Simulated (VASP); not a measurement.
# Mo: single point with PBEsol

The system is Mo, a slab with vacuum.

```
CELL_PARAMETERS angstrom
4.42572 0.00000 0.00000
0.00000 2.71019 0.00000
0.00000 0.00000 33.88633
ATOMIC_POSITIONS crystal
Mo 0.00000 0.97938 0.24159
Mo 0.50000 0.31690 0.27301
Mo 0.00000 0.67519 0.31115
Mo 0.50000 0.00110 0.34870
Mo 0.00000 0.33150 0.38741
Mo 0.50000 0.66103 0.42449
Mo 0.00000 0.00128 0.46216
Mo 0.50000 0.33333 0.50000
Mo 0.00000 0.66538 0.53784
Mo 0.50000 0.00564 0.57551
Mo 0.00000 0.33517 0.61259
Mo 0.50000 0.66557 0.65130
Mo 0.00000 0.99148 0.68885
Mo 0.50000 0.34976 0.72699
Mo 0.00000 0.68729 0.75841
```

```json
{
 "Program": "VASP 6.6.1",
 "Task": "single point",
 "Functional": "PBEsol",
 "Potentials or basis": "VASP PAW PBE potentials, release 64 (Mo_sv)",
 "Cutoff": "520 eV",
 "k mesh": "11 × 17 × 1",
 "Occupations": "methfessel-paxton, width 0.1 eV",
 "Spin": "no spin polarisation"
}
```

| Quantity | Value |
| --- | --- |
| Largest force | 0.042 eV/Å |
| Band gap on the k mesh | zero (bands 105 and 106 overlap by 1.93 eV) |

Forces in eV/Å, atoms in the order of the input:
```
Mo   0.000 -0.006 -0.041
Mo   0.000  0.015 -0.019
Mo   0.000 -0.009  0.026
Mo   0.000  0.001  0.005
Mo   0.000  0.003 -0.004
Mo   0.000 -0.001  0.002
Mo   0.000 -0.002  0.004
Mo   0.000  0.000  0.000
Mo   0.000  0.002 -0.004
Mo   0.000  0.001 -0.002
Mo   0.000 -0.003  0.004
Mo   0.000 -0.001 -0.005
Mo   0.000  0.009 -0.026
Mo   0.000 -0.015  0.019
Mo   0.000  0.006  0.041
```

Levels at points of the mesh, in eV from the Fermi level:
```csv
k point,band 102,band 103,band 104,band 105,band 106,band 107,band 108,band 109
"(0.00, 0.00, 0.00)",-1.14,-1.13,-0.96,-0.76,-0.39,-0.16,0.49,0.51
```

It took 21 min on 4 MPI ranks on Intel(R) Xeon(R) 6975P-C (Granite Rapids) (shared host), peak memory 1.5 GiB a rank.

Caveat: the PAW data sets were made with another functional, which shifts forces and pressure a little.
